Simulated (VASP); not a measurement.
Here is a VASP 6.6.1 calculation.

File INCAR:

```
SYSTEM = Ag
PREC = Accurate
ENCUT = 520
EDIFF = 1E-7
ISMEAR = 1
SIGMA = 0.1
LREAL = .FALSE.
LASPH = .TRUE.
NELM = 60
ALGO = Normal
ISIF = 2
LWAVE = .FALSE.
LCHARG = .FALSE.
GGA = PE
NBANDS = 12
```

The input KPOINTS:

```
regular mesh
0
G
  12 12 12
  0 0 0
```

The input POSCAR:

```
Ag
1.0
    0.0000000000      1.9867558248      1.9867558248
    1.9867558248      0.0000000000      1.9867558248
    1.9867558248      1.9867558248      0.0000000000
Ag
1
Direct
    0.0000000000      0.0000000000      0.0000000000
```

Potentials or basis: VASP PAW PBE potentials, release 64 (Ag).

The run is started by

```console
$ cat potpaw_PBE.64/Ag/POTCAR > POTCAR
$ mpirun -np 1 vasp_std > vasp.out
```

Problem. Predict the pressure.

Solution. 16.7 GPa.
